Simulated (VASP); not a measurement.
# InP (F-43m) in VASP: a series of runs, part 2 of 2

VASP 6.6.1. Earlier steps stand in the parts before.

## 3. Relaxation of cell and atoms, PBE+D3(BJ)

This run uses another cell than the first one, of 26.46 Å³/atom, 1.034 times its volume.

INCAR

```
PREC = Accurate
ENCUT = 600
EDIFF = 1E-6
ISMEAR = 0
SIGMA = 0.02
LREAL = False
LASPH = True
NELM = 100
ALGO = Normal
ISIF = 3
LWAVE = False
LCHARG = False
GGA = PE
IVDW = 12
IBRION = 2
NSW = 70
EDIFFG = -0.005
```

KPOINTS

```
Automatic mesh
0
Gamma
  10 10 10
```

POSCAR

```
InP
1.0
    0.0000000000      2.9800342118      2.9800342118
    2.9800342118      0.0000000000      2.9800342118
    2.9800342118      2.9800342118      0.0000000000
In P
1 1
Direct
    0.0000000000      0.0000000000      0.0000000000
    0.2500000000      0.2500000000      0.2500000000
```

Potentials or basis: VASP PAW PBE potentials, release 64 (In_d, P).

Run with:

```
> cat potpaw_PBE.64/In_d/POTCAR potpaw_PBE.64/P/POTCAR > POTCAR
> mpirun -np 1 vasp_std > vasp.out
```

OUTCAR:

```text
PREC = Accurate
   ENCUT = 600
   EDIFF = 1E-6
   ISMEAR = 0
   LREAL = False
   LASPH = True
   NELM = 100
   ISIF = 3
   GGA = PE
   IVDW = 12
   IBRION = 2
   NSW = 70
   EDIFFG = -0.005
 IVDW          = 12

 ion  position               nearest neighbor table
   1  0.000  0.000  0.000-   2 2.58   2 2.58   2 2.58   2 2.58
   2  0.250  0.250  0.250-   1 2.58   1 2.58   1 2.58   1 2.58

  LATTYP: Found a face centered cubic cell.
 ALAT       =     5.9600684236

  Lattice vectors:

 A1 = (   0.0000000000,   2.9800342118,   2.9800342118)
 A2 = (   2.9800342118,   0.0000000000,   2.9800342118)
 A3 = (   2.9800342118,   2.9800342118,   0.0000000000)

Analysis of symmetry for initial positions (statically):
=====================================================================
 Subroutine PRICEL returns:
 Original cell was already a primitive cell.

 Routine SETGRP: Setting up the symmetry group for a
 face centered cubic supercell.

 Subroutine GETGRP returns: Found 24 space group operations
 (whereof 24 operations were pure point group operations)
 out of a pool of 48 trial point group operations.

The static configuration has the point symmetry T_d .

Analysis of symmetry for dynamics (positions and initial velocities):
=====================================================================
 Subroutine PRICEL returns:
 Original cell was already a primitive cell.

 Routine SETGRP: Setting up the symmetry group for a
 face centered cubic supercell.

 Subroutine GETGRP returns: Found 24 space group operations
 (whereof 24 operations were pure point group operations)
 out of a pool of 48 trial point group operations.

The dynamic configuration has the point symmetry T_d .

 Subroutine INISYM returns: Found 24 space group operations
 (whereof 24 operations are pure point group operations),
 and found     1 'primitive' translations

----------------------------------------------------------------------------------------

                                     Primitive cell

  volume of cell :      52.9290

[... 104 lines left out ...]
   EFERMI_NEDOS =   21; number of points for ismear=-14 and -15
   IALGO  =     38    algorithm
   IMIX   =      4    mixing-type and parameters
     AMIX     =   0.40;   BMIX     =  1.00
     AMIX_MAG =   1.60;   BMIX_MAG =  1.00
  volume/ion in A,a.u.               =      26.46       178.59
  Fermi-wavevector in a.u.,A,eV,Ry     =   1.142706  2.159401 17.766167  1.305776
  Thomas-Fermi vector in A             =   2.279403
   LORBIT       =      0    0 simple, 1 ext, 2 COOP (PROOUT), +10 PAW based schemes
   GGA     = PE    functional components
   LHFCALC =     F    Hartree Fock is set to
   AEXX    =    0.0000 exact exchange contribution
   IVDW    =    12    specifies the selected vdW correction
   LEPSILON=     F    determine dielectric tensor
   LRPA    =     F    only Hartree local field effects (RPA)
 conjugate gradient relaxation of ions
 non-spin polarized calculation
 Gauss-broadening in eV      SIGMA  =   0.02
  energy-cutoff  :      600.00
  volume of cell :       52.93
 maximum number of plane-waves:      1807
 NGX is ok and might be reduce to    36
   NGX = 17   NGY = 17   NGZ = 17

--------------------------------------- Ionic step        1  -------------------------------------------

 number of electron      17.9999999 magnetization

 Free energy of the ion-electron system (eV)
  ---------------------------------------------------
  ext. energy  EPLUGINS =         0.00000000
  ---------------------------------------------------
  free energy    TOTEN  =        -8.40809596 eV

  energy without entropy =       -8.40809596  energy(sigma->0) =       -8.40809596

------------------------ aborting loop because EDIFF is reached ----------------------------------------

 Edisp (eV)   -0.59323

 E8    (eV) :    -0.2634
[... 71 lines left out ...]
--------------------------------------- Ionic step        3  -------------------------------------------

 number of electron      17.9999998 magnetization

 Free energy of the ion-electron system (eV)
  ---------------------------------------------------
  ext. energy  EPLUGINS =         0.00000000
  ---------------------------------------------------
  free energy    TOTEN  =        -8.39693079 eV

  energy without entropy =       -8.39693079  energy(sigma->0) =       -8.39693079

 E-fermi :   5.1263     XC(G=0):  -9.2103

 val. band max:        5.0095019479   @ k =   0.0000   0.0000   0.0000
 cond. band min:       5.6320399071   @ k =   0.0000   0.0000   0.0000
 fundamental gap:      0.6225379591
 Fermi energy:         5.1263105994

 k-point     1 :       0.0000    0.0000    0.0000
  band No.  band energies     occupation
      1      -9.1432      2.00000
      2      -9.1432      2.00000
      3      -9.1432      2.00000
      4      -8.9992      2.00000
      5      -8.9992      2.00000
      6      -6.3960      2.00000
      7       5.0095      2.00000
      8       5.0095      2.00000
      9       5.0095      2.00000
     10       5.6320      0.00000
     11       9.1024      0.00000
     12       9.1024      0.00000
     13       9.1024      0.00000
[... 354 lines left out ...]
  band No.  band energies     occupation
      1      -9.2839      2.00000
      2      -9.0709      2.00000
      3      -9.0678      2.00000
      4      -9.0320      2.00000
      5      -8.9741      2.00000
      6      -4.7713      2.00000
      7       0.3176      2.00000
      8       2.8757      2.00000
      9       3.1355      2.00000
     10       7.2819      0.00000
     11       8.0346      0.00000
     12      11.8224      0.00000
     13      12.4659      0.00000

 [... further k-points ...]

------------------------ aborting loop because EDIFF is reached ----------------------------------------

 Edisp (eV)   -0.61598

 E8    (eV) :    -0.2738
[... 25 lines left out ...]
  FREE ENERGIE OF THE ION-ELECTRON SYSTEM (eV)
  ---------------------------------------------------
  free  energy   TOTEN  =        -9.0129116627 eV

  energy  without entropy=       -9.0129116627  energy(sigma->0) =       -9.01291166

 reached required accuracy - stopping structural energy minimisation
```

OSZICAR:

```text
N       E                     dE             d eps       ncg     rms          rms(c)
DAV:   1     0.117145860348E+03    0.11715E+03   -0.93225E+03  1222   0.169E+03
[... 24 lines left out ...]
DAV:   1    -0.843531252395E+01   -0.51619E-01   -0.98822E-01  1547   0.226E+01    0.130E+00
DAV:   2    -0.840286544457E+01    0.32447E-01   -0.67241E-02  1547   0.661E+00    0.468E-01
DAV:   3    -0.839709346500E+01    0.57720E-02   -0.18207E-02  1592   0.318E+00    0.267E-01
DAV:   4    -0.839707778051E+01    0.15684E-04   -0.78056E-04  1272   0.308E-01    0.204E-01
DAV:   5    -0.839694902270E+01    0.12876E-03   -0.95045E-05  1519   0.105E-01    0.796E-02
DAV:   6    -0.839692876432E+01    0.20258E-04   -0.40573E-05  1843   0.719E-02    0.178E-02
DAV:   7    -0.839693010433E+01   -0.13400E-05   -0.42805E-06  1367   0.252E-02    0.479E-03
DAV:   8    -0.839693079259E+01   -0.68826E-06   -0.30945E-07   661   0.829E-03
   3 F= -.90129117E+01 E0= -.90129117E+01  d E =-.115861E-01
```

It took 58 s on 1 thread of Intel Xeon Platinum 8488C (Sapphire Rapids), shared host; peak memory 0.24 GiB.

What came out:

```
Free energy                            : -9.0129 eV
Relaxed volume                         : 25.58 Å³/atom
Relaxed cell                           : a = 4.167 Å, b = 4.167 Å, c = 4.167 Å, α = 60.00°, β = 60.00°, γ = 60.00°
Space group after relaxing (to 0.05 Å) : F-43m (No. 216)
Energy gained by relaxing              : 5.8 meV/atom
Ionic steps                            : 3
Pressure after relaxing                : 0.0 GPa
Band gap on the k mesh                 : 0.62 eV, direct
Dispersion energy per atom             : -0.308 eV
```

Step by step:
```csv
step,energy change (eV),largest force (eV/Å),pressure (GPa),volume (Å³)
1,0.0000,0.0000,-2.05,52.93
2,-0.0091,0.0000,1.06,50.38
3,-0.0116,0.0000,-0.01,51.17
```

Final structure:
```
In P
1.0
     0.00000    2.94662    2.94662
     2.94662    0.00000    2.94662
     2.94662    2.94662    0.00000
In P
1 1
Direct
  0.00000 0.00000 0.00000
  0.25000 0.25000 0.25000
```

Caveat: spin-orbit coupling is left out, which moves the levels of the heavy elements.
